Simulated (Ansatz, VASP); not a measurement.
Ir in VASP and in Ansatz

```
Ir
1.0
     2.67420    0.00000    0.00000
    -1.33710    2.31592    0.00000
     0.00000    0.00000    8.73595
Ir
4
Cartesian
  0.0000 0.0000 0.0000
  0.0000 0.0000 4.3680
  0.0000 1.5439 2.1840
  1.3371 0.7720 6.5520
```

Alike in both runs: task single point; functional PBEsol; k mesh 15 × 15 × 4; occupations fermi-dirac, width 0.1 eV; no spin polarisation.

|  | VASP | Ansatz |
| --- | --- | --- |
| version | VASP 6.6.1 | Ansatz 0.2.0 |
| potentials or method | VASP PAW PBE potentials, release 64 (Ir), cutoff 520 eV | plane waves (420 eV) with PAW, scalar-relativistic |
| valence electrons in the cell | 36 | 68 |

```tsv
	VASP	Ansatz	Ansatz less VASP
pressure (GPa)	18.5	17.2	-1.34
traceless stress, the component that is largest in VASP (GPa)	0.14	0.14	0.000
```

VASP's potentials were made for PBE, not for PBEsol, and Ansatz warns of the same on its side. The functional is the same, so the differences come from potentials, cutoffs and numerics. VASP's potentials hold 36 valence electrons a cell and Ansatz's 68, so a difference there can come from the potentials and not from the codes.

Neither program's run includes spin-orbit coupling.
